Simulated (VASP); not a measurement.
Here is a VASP 6.6.1 calculation.

Contents of INCAR:

```
SYSTEM = SiGe3
PREC     = Accurate       ! precision mode
ENCUT    = 520            ! plane-wave cutoff, eV
EDIFF    = 1E-6           ! SCF threshold, eV
ISMEAR   = 0              ! smearing method
SIGMA    = 0.01           ! smearing width, eV
LREAL    = .FALSE.        ! projectors in reciprocal space
LASPH    = .TRUE.         ! aspherical terms in the spheres
NELM     = 100            ! most SCF steps
ALGO     = Normal         ! electronic algorithm
ISIF     = 2              ! what is computed and relaxed
LWAVE    = .FALSE.        ! write WAVECAR
LCHARG   = .TRUE.         ! write CHGCAR
GGA      = PE             ! functional
LELF     = .TRUE.         ! ELF
LVHAR    = .TRUE.       
NBANDS   = 31             ! bands
```

Contents of KPOINTS:

```
regular mesh
0
G
  6 6 4
  0 0 0
```

File POSCAR:

```
SiGe3
1.0
    3.9369861493      0.0000000000      0.0000000000
    0.0000000000      3.9369861493      0.0000000000
    0.0000000000      0.0000000000      5.5423742199
Si Ge
1 3
Direct
    0.0000000000      0.0000000000      0.0000000000
    0.0000000000      0.5000000000      0.2435039931
    0.5000000000      0.5000000000      0.5000000000
    0.5000000000      0.0000000000      0.7564960069
```

Potentials or basis: VASP PAW PBE potentials, release 64 (Si, Ge_d).

Command:

```console
$ cat potpaw_PBE.64/Si/POTCAR potpaw_PBE.64/Ge_d/POTCAR > POTCAR
$ mpirun -np 1 vasp_std > vasp.out
```

(1) Predict the pressure.

(2) Predict the band gap on the k mesh.

(3) Estimate the largest force.

Answers

(1) 4.7 GPa.

(2) 0.37 eV, indirect (least direct gap 0.66 eV).

(3) 0.010 eV/Å.
